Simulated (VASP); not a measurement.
# TaO (P6/mmm) in VASP: single point with PBE-based global hybrid with 25 % exact exchange

Aim: the single point of TaO with PBE-based global hybrid with 25 % exact exchange.

Program: VASP 6.6.1. These are calculated values, not measurements. Logs are shortened: lines on timing, memory, paths and dates and some standing lists are left out, and cuts for length are marked.

### 1 The cell of the first run

Symmetry: P6/mmm, No. 191, hexagonal system. The conventional cell has a = 3.066 Å, b = 3.066 Å, c = 3.855 Å, α = 90.00°, β = 90.00°, γ = 120.00°. Ta (site symmetry 6/mmm) has 2 O at 1.93 Å within 2.6 Å. Within 2.6 Å of O (site symmetry 6/mmm) lie 2 Ta at 1.93 Å.

### 2 Single point, PBE-based global hybrid with 25 % exact exchange

Input file POSCAR:

```
TaO
1.0
    3.0661100000      0.0000000000      0.0000000000
   -1.5330600000      2.6553300000      0.0000000000
    0.0000000000      0.0000000000      3.8550200000
Ta O
1 1
Direct
    0.0000000000      0.0000000000      0.5000000000
    0.0000000000      0.0000000000      0.0000000000
```

Input file INCAR.step1:

```
PREC     = Accurate       # precision mode
ENCUT    = 520            # plane-wave cutoff, eV
EDIFF    = 1E-5           # SCF threshold, eV
ISMEAR   = -1             # smearing method
SIGMA    = 0.05           # smearing width, eV
LREAL    = False          # projectors in reciprocal space
LASPH    = True           # aspherical terms in the spheres
NELM     = 120            # most SCF steps
ALGO     = Normal         # electronic algorithm
ISIF     = 2              # what is computed and relaxed
LWAVE    = True           # write WAVECAR
NBANDS   = 16             # bands
GGA      = PE             # functional
GGA_COMPAT= False
```

Input file INCAR.step2:

```
PREC     = Accurate       # precision mode
ENCUT    = 520            # plane-wave cutoff, eV
EDIFF    = 1E-6           # SCF threshold, eV
ISMEAR   = -1             # smearing method
SIGMA    = 0.05           # smearing width, eV
LREAL    = False          # projectors in reciprocal space
LASPH    = True           # aspherical terms in the spheres
NELM     = 120            # most SCF steps
ALGO     = Normal         # electronic algorithm
ISIF     = 2              # what is computed and relaxed
LWAVE    = False          # write WAVECAR
LCHARG   = True           # write CHGCAR
GGA      = PE             # functional
LHFCALC  = True           # exact exchange
AEXX     = 0.25           # exact-exchange fraction
PRECFOCK = Normal       
LELF     = True           # ELF
LVHAR    = True         
NBANDS   = 16             # bands
ISTART   = 1            
GGA_COMPAT= False
```

Input file KPOINTS:

```
Automatic mesh
0
Gamma
  6 6 4
```

Potentials or basis: VASP PAW PBE potentials, release 64 (Ta_sv_GW, O).

Run with:

```console
$ cat potpaw_PBE.64/Ta_sv_GW/POTCAR potpaw_PBE.64/O/POTCAR > POTCAR
$ cp INCAR.step1 INCAR
$ mpirun -np 1 vasp_std > vasp.out
$ cp INCAR.step2 INCAR
$ mpirun -np 1 vasp_std > vasp.out
```

OUTCAR:

```text
PREC = Accurate
   ENCUT = 520
   EDIFF = 1E-6
   ISMEAR = -1
   LREAL = False
   LASPH = True
   NELM = 120
   ISIF = 2
   GGA = PE
   LHFCALC = True
   AEXX = 0.25
   PRECFOCK = Normal
   ISTART = 1

 ion  position               nearest neighbor table
   1  0.000  0.000  0.500-   2 1.93   2 1.93
   2  0.000  0.000  0.000-   1 1.93   1 1.93

  LATTYP: Found a hexagonal cell.
 ALAT       =     3.0661100000
 C/A-ratio  =     1.2572999664

  Lattice vectors:

 A1 = (   3.0661100000,   0.0000000000,   0.0000000000)
 A2 = (  -1.5330600000,   2.6553300000,   0.0000000000)
 A3 = (   0.0000000000,   0.0000000000,   3.8550200000)

Analysis of symmetry for initial positions (statically):
=====================================================================
 Subroutine PRICEL returns:
 Original cell was already a primitive cell.

 Routine SETGRP: Setting up the symmetry group for a
 hexagonal supercell.

 Subroutine GETGRP returns: Found 24 space group operations
 (whereof 24 operations were pure point group operations)
 out of a pool of 24 trial point group operations.

The static configuration has the point symmetry D_6h.

Analysis of symmetry for dynamics (positions and initial velocities):
=====================================================================
 Subroutine PRICEL returns:
 Original cell was already a primitive cell.

 Routine SETGRP: Setting up the symmetry group for a
 hexagonal supercell.

 Subroutine GETGRP returns: Found 24 space group operations
 (whereof 24 operations were pure point group operations)
 out of a pool of 24 trial point group operations.

The dynamic configuration has the point symmetry D_6h.

 Subroutine INISYM returns: Found 24 space group operations
 (whereof 24 operations are pure point group operations),
 and found     1 'primitive' translations

----------------------------------------------------------------------------------------

                                     Primitive cell

  volume of cell :      31.3858

  direct lattice vectors                    reciprocal lattice vectors
     3.066110000  0.000000000  0.000000000     0.326146159  0.188301127  0.000000000
    -1.533060000  2.655330000  0.000000000     0.000000000  0.376601025  0.000000000
     0.000000000  0.000000000  3.855020000     0.000000000  0.000000000  0.259402026

  length of vectors
     3.066110000  3.066113235  3.855020000     0.376601423  0.376601025  0.259402026

  position of ions in fractional coordinates (direct lattice)
     0.000000000  0.000000000  0.500000000
     0.000000000  0.000000000  0.000000000

  ion indices of the primitive-cell ions
   primitive index   ion index
                 1           1
                 2           2

----------------------------------------------------------------------------------------

 KPOINTS: Automatic mesh

Automatic generation of k-mesh.
 Grid dimensions read from file:
 generate k-points for:    6    6    4

 Generating k-lattice:

  Cartesian coordinates                     Fractional coordinates (reciprocal lattice)
     0.054357693  0.031383521  0.000000000     0.166666667 -0.000000000  0.000000000
     0.000000000  0.062766838  0.000000000     0.000000000  0.166666667  0.000000000
     0.000000000  0.000000000  0.064850507     0.000000000  0.000000000  0.250000000

  Length of vectors
     0.062766904  0.062766838  0.064850507

  Shift w.r.t. Gamma in fractional coordinates (k-lattice)
     0.000000000  0.000000000  0.000000000

 Subroutine IBZKPT returns following result:
 ===========================================

 Found     21 irreducible k-points:

 Following reciprocal coordinates:
            Coordinates               Weight
  0.000000  0.000000  0.000000      1.000000
  0.166667  0.000000  0.000000      6.000000
  0.333333 -0.000000  0.000000      6.000000
  0.500000  0.000000  0.000000      3.000000
  0.166667  0.166667  0.000000      6.000000
  0.333333  0.166667  0.000000     12.000000
[... 13 lines left out ...]
  0.333333  0.166667  0.500000     12.000000
  0.333333  0.333333  0.500000      2.000000
   k-points           NKPTS =     21   k-points in BZ     NKDIM =    144   number of bands    NBANDS=     16
   number of dos      NEDOS =    301   number of ions     NIONS =      2
   total plane-waves  NPLWV =  17280
   dimension x,y,z NGX =    24 NGY =   24 NGZ =   30
   dimension x,y,z NGXF=    48 NGYF=   48 NGZF=   60
   ions per type =               1   1
   NGX,Y,Z   is equivalent  to a cutoff of  13.01, 13.01, 12.94 a.u.
   NGXF,Y,Z  is equivalent  to a cutoff of  26.03, 26.03, 25.87 a.u.
 SYSTEM =  unknown system
   PREC   = accura    normal or accurate (medium, high low for compatibility)
   ISTART =      1    job   : 0-new  1-cont  2-samecut
   ICHARG =      0    charge: 1-file 2-atom 10-const
   ISPIN  =      1    spin polarized calculation?
   LNONCOLLINEAR =      F non collinear calculations
   LSORBIT =      F    spin-orbit coupling
   LASPH  =      T    aspherical Exc in radial PAW
   ENCUT  =  520.0 eV  38.22 Ry    6.18 a.u.   5.70  5.70  7.17*2*pi/ulx,y,z
   NELM   =    120;   NELMIN=  2; NELMDL=  0     # of ELM steps
   EDIFF  = 0.1E-05   stopping-criterion for ELM
   LREAL  =      F    real-space projection
   EDIFFG = 0.1E-04   stopping-criterion for IOM
   NSW    =      0    number of steps for IOM
   IBRION =     -1    ionic relax: 0-MD 1-quasi-New 2-CG
   NFREE  =      0    steps in history (QN), initial steepest desc. (CG)
   ISIF   =      2    stress and relaxation
   ISYM   =      3    0-nonsym 1-usesym 2-fastsym
   POTIM  = 0.5000    time-step for ionic-motion
   TEBEG  =    0.0;   TEEND  =   0.0 temperature during run
   PSTRESS=    0.0 pullay stress
   NELECT =      19.0000    total number of electrons
   NUPDOWN=      -1.0000    fix difference up-down
   EMIN   =  10.00;   EMAX   =-10.00  energy-range for DOS
   EFERMI =   0.00;   METHOD = LEGACY
   ISMEAR =    -1;   SIGMA  =   0.05  broadening in eV -4-tet -1-fermi 0-gaus
   EFERMI_NEDOS =   21; number of points for ismear=-14 and -15
   IALGO  =     38    algorithm
   IMIX   =      1    mixing-type and parameters
     AMIX     =   0.40;   BMIX     =  1.00
     AMIX_MAG =   1.60;   BMIX_MAG =  1.00
  volume/ion in A,a.u.               =      15.69       105.90
  Fermi-wavevector in a.u.,A,eV,Ry     =   1.384889  2.617061 26.094865  1.917919
  Thomas-Fermi vector in A             =   2.509351
   LORBIT       =      0    0 simple, 1 ext, 2 COOP (PROOUT), +10 PAW based schemes
   GGA     = PE    functional components
   LHFCALC =     T    Hartree Fock is set to
   PRECFOCK=normal    Normal, Fast or Accurate (Low or Medium for compatibility)
   ENCUT4O =  -1.0   cutoff for four orbital integrals eV
   NKREDX  =     1    reduce k-point grid by
   NKREDY  =     1    reduce k-point grid by
   NKREDZ  =     1    reduce k-point grid by
   AEXX    =    0.2500 exact exchange contribution
   HFSCREEN=    0.0000 screening length (either q_TF or 0.3 A-1)
   HFSCREENC=   0.0000 screening length for correlation (either q_TF or 0.3 A-1)
   ENCUTFOCK=  -1.0 apply spherical cutoff to Coloumb kernel
   IVDW    =     0    specifies the selected vdW correction
   LEPSILON=     F    determine dielectric tensor
   LRPA    =     F    only Hartree local field effects (RPA)
 non-spin polarized calculation
  energy-cutoff  :      520.00
  volume of cell :       31.39
 maximum number of plane-waves:       856
 NGX is ok and might be reduce to    24
  NGX = 18; NGY = 18; NGZ = 24

 number of electron      19.0000006 magnetization

 Free energy of the ion-electron system (eV)
  ---------------------------------------------------
  ext. energy  EPLUGINS =         0.00000000
  ---------------------------------------------------
  free energy    TOTEN  =       -26.93468018 eV

  energy without entropy =      -26.93178136  energy(sigma->0) =      -26.93323077

 E-fermi :   6.8258     XC(G=0):  -8.8570

 val. band max:        6.2903225527   @ k =   0.3333   0.1667   0.0000
 cond. band min:       6.9587059866   @ k =   0.3333  -0.0000   0.2500
 fundamental gap:      0.6683834339
 Fermi energy:         6.8257928658

 k-point     1 :       0.0000    0.0000    0.0000
  band No.  band energies     occupation
      1     -66.3020      2.00000
      2     -31.5587      2.00000
      3     -30.8422      2.00000
      4     -30.8422      2.00000
      5     -15.9608      2.00000
      6      -0.1300      2.00000
[... 8 lines left out ...]
     15      15.4225      0.00000
     16      19.0005      0.00000

 k-point     2 :       0.1667    0.0000    0.0000
  band No.  band energies     occupation
      1     -66.2896      2.00000
      2     -31.5370      2.00000
      3     -31.0185      2.00000
      4     -30.8806      2.00000
      5     -15.8465      2.00000
      6       0.4728      2.00000
[... 8 lines left out ...]
     15      17.4667      0.00000
     16      19.6629      0.00000

 k-point     3 :       0.3333   -0.0000    0.0000
  band No.  band energies     occupation
      1     -66.2652      2.00000
      2     -31.4931      2.00000
      3     -31.3628      2.00000
      4     -30.9585      2.00000
      5     -15.6119      2.00000
      6       0.4527      2.00000
[... 8 lines left out ...]
     15      19.8640      0.00000
     16      19.9385      0.00000

 k-point     4 :       0.5000    0.0000    0.0000
  band No.  band energies     occupation
      1     -66.2529      2.00000
      2     -31.5270      2.00000
      3     -31.4691      2.00000
      4     -30.9968      2.00000
      5     -15.4907      2.00000
      6       0.1593      2.00000
[... 8 lines left out ...]
     15      17.5354      0.00000
     16      20.3261      0.00000

 k-point     5 :       0.1667    0.1667    0.0000
  band No.  band energies     occupation
      1     -66.2712      2.00000
      2     -31.5046      2.00000
      3     -31.2426      2.00000
      4     -30.9756      2.00000
      5     -15.6715      2.00000
      6       0.6283      2.00000
[... 8 lines left out ...]
     15      19.9930      0.00000
     16      20.8636      0.00000

 k-point     6 :       0.3333    0.1667    0.0000
  band No.  band energies     occupation
      1     -66.2527      2.00000
      2     -31.4697      2.00000
      3     -31.4405      2.00000
      4     -31.0912      2.00000
      5     -15.4913      2.00000
      6       0.3788      2.00000
[... 8 lines left out ...]
     15      18.0706      0.00000
     16      20.3652      0.00000
[... 210 lines left out ...]
 k-point    18 :       0.5000    0.0000    0.5000
  band No.  band energies     occupation
      1     -66.2514      2.00000
      2     -31.6553      2.00000
      3     -31.5166      2.00000
      4     -30.9858      2.00000
      5     -13.7809      2.00000
      6      -2.6813      2.00000
[... 8 lines left out ...]
     15      15.8080      0.00000
     16      21.1617      0.00000

 k-point    19 :       0.1667    0.1667    0.5000
  band No.  band energies     occupation
      1     -66.2698      2.00000
      2     -31.6937      2.00000
      3     -31.2324      2.00000
      4     -30.9656      2.00000
      5     -13.9497      2.00000
      6      -2.8415      2.00000
[... 8 lines left out ...]
     15      19.2081      0.00000
     16      19.9380      0.00000

 k-point    20 :       0.3333    0.1667    0.5000
  band No.  band energies     occupation
      1     -66.2512      2.00000
      2     -31.6553      2.00000
      3     -31.4303      2.00000
      4     -31.0804      2.00000
      5     -13.7825      2.00000
      6      -2.6796      2.00000
[... 8 lines left out ...]
     15      17.5605      0.00000
     16      20.5715      0.00000

 k-point    21 :       0.3333    0.3333    0.5000
  band No.  band energies     occupation
      1     -66.2448      2.00000
      2     -31.6424      2.00000
      3     -31.3102      2.00000
      4     -31.3102      2.00000
      5     -13.7259      2.00000
      6      -2.6270      2.00000
[... 8 lines left out ...]
     15      17.5369      0.00000
     16      20.2346      0.00000

------------------------ aborting loop because EDIFF is reached ----------------------------------------

  FORCE on cell =-STRESS in cart. coord.  units (eV):
  Direction    XX          YY          ZZ          XY          YZ          ZX
  --------------------------------------------------------------------------------------
  -------------------------------------------------------------------------------------
  Total       -1.1512306     -1.1512313     -2.4653701      0.0000022      0.0000000     -0.0000000
  in kB      -58.7678804    -58.7679180   -125.8519178      0.0001107      0.0000000     -0.0000000
  external PRESSURE =     -81.1292387 kB  Pullay stress =       0.0000000 kB

 VOLUME and BASIS-vectors are now :
 -----------------------------------------------------------------------------
  energy-cutoff  :      520.00
  volume of cell :       31.39
      direct lattice vectors                 reciprocal lattice vectors
     3.066110000  0.000000000  0.000000000     0.326146159  0.188301127  0.000000000
    -1.533060000  2.655330000  0.000000000     0.000000000  0.376601025  0.000000000
     0.000000000  0.000000000  3.855020000     0.000000000  0.000000000  0.259402026

 POSITION                                       TOTAL-FORCE (eV/Angst)
 -----------------------------------------------------------------------------------
      0.00000      0.00000      1.92751         0.000000      0.000000      0.000000
      0.00000      0.00000      0.00000        -0.000000      0.000000      0.000000
 -----------------------------------------------------------------------------------
    total drift:                                0.000000     -0.000000     -0.000000

  FREE ENERGIE OF THE ION-ELECTRON SYSTEM (eV)
  ---------------------------------------------------
  free  energy   TOTEN  =       -26.9346801786 eV

  energy  without entropy=      -26.9317813643  energy(sigma->0) =      -26.93323077
```

It took 34 min on 1 thread of Intel Xeon Platinum 8559C (Emerald Rapids), shared host; peak memory 0.18 GiB.

What came out:

```
Free energy            : -26.9347 eV
Pressure               : -8.1 GPa
Band gap on the k mesh : zero (an odd number of electrons rules out a gap without spin polarisation)
```

Levels at points of the mesh, in eV from the Fermi level:
```tsv
k point	band 7	band 8	band 9	band 10	band 11	band 12	band 13	band 14
(0.00, 0.00, 0.00)	-5.36	-3.94	-3.94	0.59	0.59	3.88	3.88	7.53
(0.50, 0.00, 0.00)	-4.91	-4.46	-4.43	-1.01	3.01	4.09	5.67	6.84
(0.00, 0.00, 0.50)	-6.59	-5.08	-5.08	0.69	0.69	4.50	6.52	6.52
(0.50, 0.00, 0.50)	-8.13	-5.68	-4.23	2.81	4.12	5.70	5.98	8.39
```

Caveat: the k points lie up to 0.41 Å⁻¹ apart, too coarse for converged energies and pressures of a metal; the PAW data sets were made with another functional, which shifts forces and pressure a little; spin-orbit coupling is left out, which moves the levels of the heavy elements; an odd number of electrons without spin polarisation forces a metal; a magnetic or distorted state may lie lower.

The gap in the log of VASP goes by the Fermi energy; the results here count the filled bands.